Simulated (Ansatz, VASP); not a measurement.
# One calculation of Sb, two programs

```
CELL_PARAMETERS angstrom
3.10956 0.00000 0.00000
0.00000 6.21913 0.00000
0.00000 0.00000 6.21930
ATOMIC_POSITIONS crystal
Sb 0.00000 0.00000 0.25000
Sb 0.00000 0.00000 0.75000
Sb 0.00000 0.50000 0.25000
Sb 0.00000 0.50000 0.75000
```

Alike in both runs: task single point; functional PBE; k mesh 8 × 4 × 4; occupations gaussian, width 0.2 eV; no spin polarisation.

```csv
,VASP,Ansatz
version,VASP 6.6.1,Ansatz 0.2.0
potentials or method,"VASP PAW PBE potentials, release 64 (Sb), cutoff 500 eV","scalar-relativistic, plane waves, PAW"
valence electrons in the cell,20,60
```

Ansatz gave:

```
gap on the k mesh at the Fermi level (eV) : none
pressure (GPa)                            : 0.3
```

**Question.** What did VASP give for the same quantities?

**Answer.** gap on the k mesh at the Fermi level (eV): none; pressure (GPa): 0.2.

A gap of «none» marks a metal or a gap that the smearing closes. With one functional, cell and mesh, what is left measures potentials, basis and numerics. VASP's potentials hold 20 valence electrons a cell and Ansatz's 60, so a difference there can come from the potentials and not from the codes. Ansatz's warnings: near symmetry operations not taken.

Neither program's run includes spin-orbit coupling.
